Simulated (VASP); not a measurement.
Input of a VASP 6.6.1 run:

Contents of INCAR:

```
SYSTEM = Al3B2As
  PREC = Accurate
  ENCUT = 520
  EDIFF = 1E-6
  ISMEAR = 0
  SIGMA = 0.1
  LREAL = .FALSE.
  LASPH = .TRUE.
  NELM = 60
  ALGO = Normal
  ISIF = 2
  LWAVE = .FALSE.
  LCHARG = .FALSE.
  GGA = PE
  NBANDS = 19
```

The input KPOINTS:

```
Automatic mesh
0
G
  6 6 2
  0 0 0
```

File POSCAR:

```
Al3B2As
1.0
    4.8025884663     -0.0000000038      0.0000000000
   -2.4012942298      4.1591636176      0.0000000000
    0.0000000000      0.0000000000      7.6231573197
Al B As
3 2 1
Direct
    0.3333333333      0.6666666667      0.5000000000
    0.6666666667      0.3333333333      0.5000000000
    0.0000000000      0.0000000000      0.0000000000
    0.0000000000      0.0000000000      0.7444300685
    0.0000000000      0.0000000000      0.2555699315
    0.0000000000      0.0000000000      0.5000000000
```

Potentials or basis: VASP PAW PBE potentials, release 64 (Al, B, As).

The run is started by

```sh
$ cat potpaw_PBE.64/Al/POTCAR potpaw_PBE.64/B/POTCAR potpaw_PBE.64/As/POTCAR > POTCAR
$ mpirun -np 1 vasp_std > vasp.out
```

(1) What does it give for the largest force?

(2) Estimate the band gap on the k mesh.

(3) What does it give for the pressure?

Answers

(1) 0.084 eV/Å.

(2) zero (band 10 reaches 3.08 eV, above the bottom of band 11 at 1.97 eV).

(3) 0.2 GPa.

Caveat: the k points lie up to 0.41 Å⁻¹ apart.
